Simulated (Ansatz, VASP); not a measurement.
PbSe in VASP and in Ansatz

```
CELL_PARAMETERS angstrom
0.00000 3.08870 2.96515
3.08870 0.00000 2.96515
3.08870 3.08870 0.00000
ATOMIC_POSITIONS crystal
Pb 0.00000 0.00000 0.00000
Se 0.50000 0.50000 0.50000
```

Change from the starting cell: uniaxial_z strain -4.0%.

Alike in both runs: task single point; functional r2SCAN; k mesh 8 × 8 × 8; no spin polarisation.

|  | VASP | Ansatz |
| --- | --- | --- |
| version | VASP 6.6.1 | Ansatz 0.2.0 |
| potentials or method | VASP PAW PBE potentials, release 64 (Pb_d, Se) | plane waves, PAW |
| plane-wave cutoff (eV) | 520 | 500 |
| occupations | gaussian, width 0.01 eV | fixed |
| valence electrons in the cell | 20 | 30 |

```tsv
	VASP	Ansatz	Ansatz less VASP
gap on the k mesh at the Fermi level (eV)	0.47	0.47	-0.007
pressure (GPa)	2.6	2.6	-0.01
traceless stress, the component that is largest in VASP (GPa)	4.09	4.07	-0.012
```

VASP's potentials were made for PBE, not for r2SCAN. VASP's potentials hold 20 valence electrons a cell and Ansatz's 30, so a difference there can come from the potentials and not from the codes.

Spin-orbit coupling is off throughout.
